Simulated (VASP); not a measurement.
# MnAs (P6_3/mmc) in VASP: a series of runs

The runs below take MnAs through single point, with PBE+U.

Everything below comes from runs of VASP 6.6.1. Logs are shortened: lines on timing, memory, paths and dates and some standing lists are left out, and cuts for length are marked.

### Step 1. The cell of the first run

Symmetry: P6_3/mmc, No. 194, hexagonal system. The conventional cell has a = 3.710 Å, b = 3.710 Å, c = 5.691 Å, α = 90.00°, β = 90.00°, γ = 120.00°. Within 3.4 Å of Mn (site symmetry -3m) lie 6 As at 2.57 Å and 2 Mn at 2.85 Å. As (site symmetry -6m2) has 6 Mn at 2.57 Å within 3.4 Å.

### Step 2. Single point, PBE+U, collinear spin, ferromagnetic start

INCAR reads:

```
  ALGO = Normal
  EDIFF = 1E-6
  ENCUT = 520
  GGA = PE
  ISIF = 2
  ISMEAR = -1
  ISPIN = 2
  LASPH = T
  LCHARG = F
  LDAU = T
  LDAUJ = 0 0
  LDAUL = 2 -1
  LDAUPRINT = 1
  LDAUTYPE = 2
  LDAUU = 5.6 0
  LMAXMIX = 4
  LORBIT = 11
  LREAL = F
  LWAVE = F
  MAGMOM = 4.5 4.5 0 0
  NBANDS = 30
  NELM = 150
  PREC = Accurate
  SIGMA = 0.05
```

KPOINTS reads:

```
k-points
0
Gamma
  6 6 4
```

POSCAR reads:

```
MnAs
1.0
    3.7099981600      0.0000000000      0.0000000000
   -1.8549990800      3.2129526600      0.0000000000
    0.0000000000      0.0000000000      5.6910000000
Mn As
2 2
Direct
    0.0000000000      0.0000000000      0.0000000000
    0.0000000000      0.0000000000      0.5000000000
    0.3333333300      0.6666666700      0.2500000000
    0.6666666700      0.3333333300      0.7500000000
```

Potentials or basis: VASP PAW PBE potentials, release 64 (Mn_pv, As).

Launch:

```bash
cat potpaw_PBE.64/Mn_pv/POTCAR potpaw_PBE.64/As/POTCAR > POTCAR
mpirun -np 1 vasp_std > vasp.out
```

OUTCAR:

```text
EDIFF = 1E-6
   ENCUT = 520
   GGA = PE
   ISIF = 2
   ISMEAR = -1
   ISPIN = 2
   LASPH = T
   LORBIT = 11
   LREAL = F
   NELM = 150
   PREC = Accurate

 ion  position               nearest neighbor table
   1  0.000  0.000  0.000-   3 2.57   4 2.57   4 2.57   3 2.57   4 2.57   3 2.57   2 2.85   2 2.85

   2  0.000  0.000  0.500-   3 2.57   4 2.57   4 2.57   3 2.57   4 2.57   3 2.57   1 2.85   1 2.85

   3  0.333  0.667  0.250-   1 2.57   2 2.57   1 2.57   2 2.57   1 2.57   2 2.57
   4  0.667  0.333  0.750-   1 2.57   2 2.57   1 2.57   2 2.57   1 2.57   2 2.57

  LATTYP: Found a hexagonal cell.
 ALAT       =     3.7099981600
 C/A-ratio  =     1.5339630249

  Lattice vectors:

 A1 = (   3.7099981600,   0.0000000000,   0.0000000000)
 A2 = (  -1.8549990800,   3.2129526600,   0.0000000000)
 A3 = (   0.0000000000,   0.0000000000,   5.6910000000)

Analysis of symmetry for initial positions (statically):
=====================================================================
 Subroutine PRICEL returns:
 Original cell was already a primitive cell.

 Routine SETGRP: Setting up the symmetry group for a
 hexagonal supercell.

 Subroutine GETGRP returns: Found 24 space group operations
 (whereof 12 operations were pure point group operations)
 out of a pool of 24 trial point group operations.

The static configuration has the point symmetry D_3d.
 The point group associated with its full space group is D_6h.

Analysis of symmetry for dynamics (positions and initial velocities):
=====================================================================
 Subroutine PRICEL returns:
 Original cell was already a primitive cell.

 Routine SETGRP: Setting up the symmetry group for a
 hexagonal supercell.

 Subroutine GETGRP returns: Found 24 space group operations
 (whereof 12 operations were pure point group operations)
 out of a pool of 24 trial point group operations.

The dynamic configuration has the point symmetry D_3d.
 The point group associated with its full space group is D_6h.

Analysis of structural, dynamic, and magnetic symmetry:
=====================================================================
 Subroutine PRICEL returns:
 Original cell was already a primitive cell.

 Routine SETGRP: Setting up the symmetry group for a
 hexagonal supercell.

 Subroutine GETGRP returns: Found 24 space group operations
 (whereof 12 operations were pure point group operations)
 out of a pool of 24 trial point group operations.

The overall configuration has the point symmetry D_3d.
 The point group associated with its full space group is D_6h.

 Subroutine INISYM returns: Found 24 space group operations
 (whereof 12 operations are pure point group operations),
 and found     1 'primitive' translations

----------------------------------------------------------------------------------------

                                     Primitive cell

  volume of cell :      67.8370

  direct lattice vectors                    reciprocal lattice vectors
     3.709998160  0.000000000  0.000000000     0.269541913  0.155620096  0.000000000
    -1.854999080  3.212952660  0.000000000     0.000000000  0.311240191  0.000000000
     0.000000000  0.000000000  5.691000000     0.000000000  0.000000000  0.175716043

  length of vectors
     3.709998160  3.709998165  5.691000000     0.311240192  0.311240191  0.175716043

  position of ions in fractional coordinates (direct lattice)
     0.000000000  0.000000000  0.000000000
     0.000000000  0.000000000  0.500000000
     0.333333330  0.666666670  0.250000000
     0.666666670  0.333333330  0.750000000

  ion indices of the primitive-cell ions
   primitive index   ion index
                 1           1
                 2           2
[... 91 lines left out ...]
  volume/ion in A,a.u.               =      16.96       114.45
  Fermi-wavevector in a.u.,A,eV,Ry     =   1.325420  2.504680 23.901868  1.756738
  Thomas-Fermi vector in A             =   2.454882
   LORBIT       =     11    0 simple, 1 ext, 2 COOP (PROOUT), +10 PAW based schemes
 LDA+U is selected, type is set to LDAUTYPE =  2
   angular momentum for each species LDAUL =     2   -1
   U (eV)           for each species LDAUU =   5.6  0.0
   J (eV)           for each species LDAUJ =   0.0  0.0
   GGA     = PE    functional components
   LHFCALC =     F    Hartree Fock is set to
   AEXX    =    0.0000 exact exchange contribution
   IVDW    =     0    specifies the selected vdW correction
   LEPSILON=     F    determine dielectric tensor
   LRPA    =     F    only Hartree local field effects (RPA)
 spin polarized calculation
  energy-cutoff  :      520.00
  volume of cell :       67.84
 maximum number of plane-waves:      1838
 NGX is ok and might be reduce to    28
   NGX = 13   NGY = 13   NGZ = 21

atom =   1  type =  1  l = 2

 onsite density matrix

spin component  1

  0.9202 -0.0000  0.0000  0.0138 -0.0000
 -0.0000  0.9081  0.0000 -0.0000  0.0138
  0.0000  0.0000  0.9301 -0.0000  0.0000
[... 47 lines left out ...]
  o =  0.0248  v =  0.0000  0.0000  0.0000  0.0000  0.0000 -0.0000  0.5879  0.0000  0.0000 -0.8089      0.0000  0.0000  0.0000  0.0000  0.0000  0.0000  0.0000  0.0000  0.0000  0.0000
  o =  0.0425  v =  0.0000  0.0000  0.0000  0.0000  0.0000 -0.0000 -0.0000  1.0000  0.0000  0.0000      0.0000  0.0000  0.0000  0.0000  0.0000  0.0000  0.0000  0.0000  0.0000  0.0000
  o =  0.1436  v =  0.0000  0.0000  0.0000  0.0000  0.0000 -0.5879  0.0000  0.0000 -0.8089  0.0000      0.0000  0.0000  0.0000  0.0000  0.0000  0.0000  0.0000  0.0000  0.0000  0.0000
  o =  0.1436  v =  0.0000  0.0000  0.0000  0.0000  0.0000 -0.0000 -0.8089 -0.0000 -0.0000 -0.5879      0.0000  0.0000  0.0000  0.0000  0.0000  0.0000  0.0000  0.0000  0.0000  0.0000
  o =  0.8991  v = -0.5472  0.0000  0.0000 -0.8370 -0.0000  0.0000  0.0000  0.0000  0.0000  0.0000      0.0000  0.0000  0.0000  0.0000  0.0000  0.0000  0.0000  0.0000  0.0000  0.0000
  o =  0.8991  v =  0.0000  0.8370 -0.0000 -0.0000  0.5472  0.0000  0.0000  0.0000  0.0000  0.0000      0.0000  0.0000  0.0000  0.0000  0.0000  0.0000  0.0000  0.0000  0.0000  0.0000
  o =  0.9292  v = -0.8370 -0.0000 -0.0000  0.5472  0.0000  0.0000  0.0000  0.0000  0.0000  0.0000      0.0000  0.0000  0.0000  0.0000  0.0000  0.0000  0.0000  0.0000  0.0000  0.0000
  o =  0.9292  v =  0.0000  0.5472  0.0000  0.0000 -0.8370  0.0000  0.0000  0.0000  0.0000  0.0000      0.0000  0.0000  0.0000  0.0000  0.0000  0.0000  0.0000  0.0000  0.0000  0.0000
  o =  0.9301  v =  0.0000 -0.0000  1.0000  0.0000  0.0000  0.0000  0.0000  0.0000  0.0000  0.0000      0.0000  0.0000  0.0000  0.0000  0.0000  0.0000  0.0000  0.0000  0.0000  0.0000

 number of electron      35.9999985 magnetization       8.0571445

 Free energy of the ion-electron system (eV)
  ---------------------------------------------------
  ext. energy  EPLUGINS =         0.00000000
  ---------------------------------------------------
  free energy    TOTEN  =       -22.54131826 eV

  energy without entropy =      -22.52903586  energy(sigma->0) =      -22.53517706

 E-fermi :   7.0403     XC(G=0): -11.1232

 val. band max:        7.0023615390   @ k =   0.3333   0.1667   0.0000
 cond. band min:       7.1367538597   @ k =   0.1667   0.0000   0.2500
 fundamental gap:      0.1343923207
 Fermi energy:         7.0402849247

 spin component 1

 k-point     1 :       0.0000    0.0000    0.0000
  band No.  band energies     occupation
      1     -43.7872      1.00000
      2     -43.7373      1.00000
      3     -43.7373      1.00000
      4     -43.7281      1.00000
      5     -43.7281      1.00000
      6     -43.6908      1.00000
[... 682 lines left out ...]
     29      16.0762      0.00000
     30      16.0762      0.00000
 Fermi energy:         7.0402849247

 spin component 2

 k-point     1 :       0.0000    0.0000    0.0000
  band No.  band energies     occupation
      1     -39.2758      1.00000
      2     -39.2000      1.00000
      3     -39.2000      1.00000
      4     -39.1883      1.00000
      5     -39.1882      1.00000
      6     -39.1604      1.00000
[... 682 lines left out ...]
     29      17.2651      0.00000
     30      17.2651      0.00000

------------------------ aborting loop because EDIFF is reached ----------------------------------------

  FORCE on cell =-STRESS in cart. coord.  units (eV):
  Direction    XX          YY          ZZ          XY          YZ          ZX
  --------------------------------------------------------------------------------------
  -------------------------------------------------------------------------------------
  Total        6.5422981      6.5422981      8.2295907      0.0000000      0.0000000      0.0000000
  in kB      154.5163013    154.5163018    194.3668574      0.0000000      0.0000000      0.0000000
  external PRESSURE =     167.7998201 kB  Pullay stress =       0.0000000 kB

 VOLUME and BASIS-vectors are now :
 -----------------------------------------------------------------------------
  energy-cutoff  :      520.00
  volume of cell :       67.84
      direct lattice vectors                 reciprocal lattice vectors
     3.709998160  0.000000000  0.000000000     0.269541913  0.155620096  0.000000000
    -1.854999080  3.212952660  0.000000000     0.000000000  0.311240191  0.000000000
     0.000000000  0.000000000  5.691000000     0.000000000  0.000000000  0.175716043

 POSITION                                       TOTAL-FORCE (eV/Angst)
 -----------------------------------------------------------------------------------
      0.00000      0.00000      0.00000        -0.000000      0.000000      0.000000
      0.00000      0.00000      2.84550        -0.000000      0.000000      0.000000
     -0.00000      2.14197      1.42275        -0.000000     -0.000000     -0.000000
      1.85500      1.07098      4.26825         0.000000      0.000000      0.000000
 -----------------------------------------------------------------------------------
    total drift:                               -0.000000     -0.000000      0.000000

  FREE ENERGIE OF THE ION-ELECTRON SYSTEM (eV)
  ---------------------------------------------------
  free  energy   TOTEN  =       -22.5413182569 eV

  energy  without entropy=      -22.5290358601  energy(sigma->0) =      -22.53517706

 total charge

# of ion       s       p       d       tot
------------------------------------------
    1        0.298   6.273   4.944  11.515
    2        0.298   6.273   4.944  11.515
    3        1.241   1.598   0.037   2.876
    4        1.241   1.598   0.037   2.876
--------------------------------------------------
tot          3.078  15.741   9.962  28.781

 magnetization (x)

# of ion       s       p       d       tot
------------------------------------------
    1        0.047   0.034   4.199   4.280
    2        0.047   0.034   4.199   4.280
    3        0.014  -0.278   0.010  -0.254
    4        0.014  -0.278   0.010  -0.254
--------------------------------------------------
tot          0.123  -0.488   8.417   8.052
```

Run time: 74 s. Hardware: 1 thread of Intel Xeon Platinum 8488C (Sapphire Rapids), shared host; peak memory 0.23 GiB.

Results:

```yaml
Free_energy: -22.5413 eV
Pressure: 16.8 GPa
Net_moment: 8.06 μB per cell
Site_moments: Mn +4.28; As -0.25 μB
Valence_electrons_inside_the_program's_atomic_spheres: Mn 11.52; As 2.88
```

Eigenvalues of the final occupation matrices:
| site | spin | trace | eigenvalues |
| --- | --- | --- | --- |
| site 1 d | 1 | 4.59 | 0.90 0.90 0.93 0.93 0.93 |
| site 1 d | 2 | 0.38 | 0.02 0.02 0.04 0.14 0.14 |
| site 2 d | 1 | 4.59 | 0.90 0.90 0.93 0.93 0.93 |
| site 2 d | 2 | 0.38 | 0.02 0.02 0.04 0.14 0.14 |

Caveat: the cell stands under pressure; only a ferromagnetic start was run, and an antiferromagnetic order may lie lower in energy; the U is typed as a test and isn't derived for this compound. The state reached can hang on the start; a lower one may exist.

### Step 3. Single point, PBE+U, collinear spin, ferromagnetic start

INCAR reads:

```
PREC     = Accurate       # precision mode
ENCUT    = 520            # plane-wave cutoff, eV
EDIFF    = 1E-6           # SCF threshold, eV
ISMEAR   = -1             # smearing method
SIGMA    = 0.05           # smearing width, eV
LREAL    = F              # projectors in reciprocal space
LASPH    = T              # aspherical terms in the spheres
NELM     = 150            # most SCF steps
ALGO     = Normal         # electronic algorithm
ISIF     = 2              # what is computed and relaxed
LWAVE    = F              # write WAVECAR
LCHARG   = T              # write CHGCAR
ISPIN    = 2              # spin polarisation
MAGMOM   = 4.58 4.58 -0.3 -0.3 # initial moments
LORBIT   = 11             # projections on sites
LMAXMIX  = 4              # l up to which the mixer works
LDAU     = T              # DFT+U
LDAUTYPE = 2            
LDAUL    = 2 -1           # shell
LDAUU    = 5.6 0          # U, eV
LDAUJ    = 0 0          
LDAUPRINT= 1            
GGA      = PE             # functional
LELF     = T              # ELF
LVHAR    = T            
NBANDS   = 30             # bands
```

KPOINTS reads:

```
Automatic mesh
0
Gamma
  6 6 4
```

POSCAR is that of step 2.

Potentials or basis: VASP PAW PBE potentials, release 64 (Mn_pv, As).

Launch:

```bash
cat potpaw_PBE.64/Mn_pv/POTCAR potpaw_PBE.64/As/POTCAR > POTCAR
mpirun -np 1 vasp_std > vasp.out
```

Run time: 73 s. Hardware: 1 thread of Intel Xeon Platinum 8488C (Sapphire Rapids), shared host; peak memory 0.23 GiB.

It converged, with:

- Free energy: -22.5413 eV
- Pressure: 16.8 GPa
- Net moment: 8.06 μB per cell
- Site moments: Mn +4.28; As -0.25 μB
- Valence electrons inside the program's atomic spheres: Mn 11.52; As 2.88

Stress tensor (GPa, compression positive):
```
15.45  0.00  0.00
 0.00 15.45  0.00
 0.00  0.00 19.43
```

Levels at points of the mesh, in eV from the Fermi level:
Spin up:
```
           k point  band 19  band 20  band 21  band 22  band 23  band 24  band 25  band 26
(0.00, 0.00, 0.00)    -3.36     0.62     0.62     1.66     1.98     1.98     3.58     4.78
(0.50, 0.00, 0.00)    -4.10    -3.36    -2.81    -2.10    -0.22     2.33     4.00     4.45
(0.00, 0.00, 0.50)    -1.97    -1.97     1.49     1.49     1.49     1.49     4.98     4.98
(0.50, 0.00, 0.50)    -4.49    -4.49    -0.26    -0.26     0.41     0.41     3.84     3.84
```
Spin down:
| k point | band 10 | band 11 | band 12 | band 13 | band 14 | band 15 | band 16 | band 17 | band 18 | band 19 |
| --- | --- | --- | --- | --- | --- | --- | --- | --- | --- | --- |
| (0.00, 0.00, 0.00) | -2.11 | -2.11 | 0.42 | 0.42 | 0.78 | 1.32 | 1.77 | 1.77 | 1.94 | 1.94 |
| (0.50, 0.00, 0.00) | -4.08 | -3.36 | -2.65 | -2.16 | -1.96 | 0.14 | 2.52 | 2.71 | 3.06 | 3.30 |
| (0.00, 0.00, 0.50) | -2.91 | -1.28 | -1.28 | -1.28 | -1.28 | 2.32 | 2.32 | 2.45 | 2.45 | 2.45 |
| (0.50, 0.00, 0.50) | -5.76 | -2.03 | -2.03 | -1.88 | -1.88 | 1.56 | 1.56 | 3.16 | 3.16 | 3.36 |

Eigenvalues of the final occupation matrices:
| site | spin | trace | eigenvalues |
| --- | --- | --- | --- |
| site 1 d | 1 | 4.59 | 0.90 0.90 0.93 0.93 0.93 |
| site 1 d | 2 | 0.38 | 0.02 0.02 0.04 0.14 0.14 |
| site 2 d | 1 | 4.59 | 0.90 0.90 0.93 0.93 0.93 |
| site 2 d | 2 | 0.38 | 0.02 0.02 0.04 0.14 0.14 |

Caveat: the cell stands under pressure; only a ferromagnetic start was run, and an antiferromagnetic order may lie lower in energy; the U is typed as a test and isn't derived for this compound.

### Step 4. Single point, PBE+U, collinear spin, ferromagnetic start

INCAR reads:

```
PREC = Accurate
ENCUT = 520
EDIFF = 1E-6
ISMEAR = -1
SIGMA = 0.05
LREAL = F
LASPH = T
NELM = 150
ALGO = Normal
ISIF = 2
LWAVE = F
LCHARG = T
ISPIN = 2
MAGMOM = 4.58 4.58 -0.3 -0.3
LORBIT = 11
LMAXMIX = 4
LDAU = T
LDAUTYPE = 2
LDAUL = 2 -1
LDAUU = 5.6 0
LDAUJ = 0 0
LDAUPRINT = 1
GGA = PE
LELF = T
LVHAR = T
ISYM = 0
NBANDS = 30
```

KPOINTS is that of step 3.

POSCAR is that of step 3.

Launch:

```bash
cat potpaw_PBE.64/Mn_pv/POTCAR potpaw_PBE.64/As/POTCAR > POTCAR
mpirun -np 1 vasp_std > vasp.out
```

It took 3.6 min on 1 thread of Intel Xeon Platinum 8488C (Sapphire Rapids), shared host; peak memory 0.35 GiB.

It converged, with:

* Free energy: -22.5413 eV
* Pressure: 16.8 GPa
* Net moment: 8.06 μB per cell
* Site moments: Mn +4.28; As -0.25 μB
* Valence electrons inside the program's atomic spheres: Mn 11.52; As 2.88

Stress tensor (GPa, compression positive):
```
15.45  0.00  0.00
 0.00 15.45  0.00
 0.00  0.00 19.43
```

Levels at points of the mesh, in eV from the Fermi level:
Spin up:
| k point | band 18 | band 19 | band 20 | band 21 | band 22 | band 23 | band 24 | band 25 | band 26 | band 27 |
| --- | --- | --- | --- | --- | --- | --- | --- | --- | --- | --- |
| (0.00, 0.00, 0.00) | -4.94 | -3.36 | 0.62 | 0.62 | 1.66 | 1.98 | 1.98 | 3.58 | 4.78 | 6.60 |
| (0.50, 0.00, 0.00) | -4.74 | -4.10 | -3.36 | -2.81 | -2.10 | -0.22 | 2.33 | 4.00 | 4.45 | 5.45 |
| (0.00, 0.50, 0.00) | -4.74 | -4.10 | -3.36 | -2.81 | -2.10 | -0.22 | 2.33 | 4.00 | 4.45 | 5.45 |
| (0.50, 0.50, 0.00) | -4.74 | -4.10 | -3.36 | -2.81 | -2.10 | -0.22 | 2.33 | 4.00 | 4.45 | 5.45 |
| (0.00, 0.00, 0.50) | -5.49 | -1.97 | -1.97 | 1.49 | 1.49 | 1.49 | 1.49 | 4.98 | 4.98 | 6.79 |
| (0.50, 0.00, 0.50) | -5.07 | -4.49 | -4.49 | -0.26 | -0.26 | 0.41 | 0.41 | 3.84 | 3.84 | 5.77 |
| (0.00, 0.50, 0.50) | -5.07 | -4.49 | -4.49 | -0.26 | -0.26 | 0.41 | 0.41 | 3.84 | 3.84 | 5.77 |
| (0.50, 0.50, 0.50) | -5.07 | -4.49 | -4.49 | -0.26 | -0.26 | 0.41 | 0.41 | 3.84 | 3.84 | 5.77 |
Spin down:
```csv
k point,band 11,band 12,band 13,band 14,band 15,band 16,band 17,band 18
"(0.00, 0.00, 0.00)",-2.11,0.42,0.42,0.78,1.32,1.77,1.77,1.94
"(0.50, 0.00, 0.00)",-3.36,-2.65,-2.16,-1.96,0.14,2.52,2.71,3.06
"(0.00, 0.50, 0.00)",-3.36,-2.65,-2.16,-1.96,0.14,2.52,2.71,3.06
"(0.50, 0.50, 0.00)",-3.36,-2.65,-2.16,-1.96,0.14,2.52,2.71,3.06
"(0.00, 0.00, 0.50)",-1.28,-1.28,-1.28,-1.28,2.32,2.32,2.45,2.45
"(0.50, 0.00, 0.50)",-2.03,-2.03,-1.88,-1.88,1.56,1.56,3.16,3.16
"(0.00, 0.50, 0.50)",-2.03,-2.03,-1.88,-1.88,1.56,1.56,3.16,3.16
"(0.50, 0.50, 0.50)",-2.03,-2.03,-1.88,-1.88,1.56,1.56,3.16,3.16
```

Eigenvalues of the final occupation matrices:
```tsv
site	spin	trace	eigenvalues
site 1 d	1	4.59	0.90 0.90 0.93 0.93 0.93
site 1 d	2	0.38	0.02 0.02 0.04 0.14 0.14
site 2 d	1	4.59	0.90 0.90 0.93 0.93 0.93
site 2 d	2	0.38	0.02 0.02 0.04 0.14 0.14
```

Caveat: the cell stands under pressure; only a ferromagnetic start was run, and an antiferromagnetic order may lie lower in energy; the U is typed as a test and isn't derived for this compound.
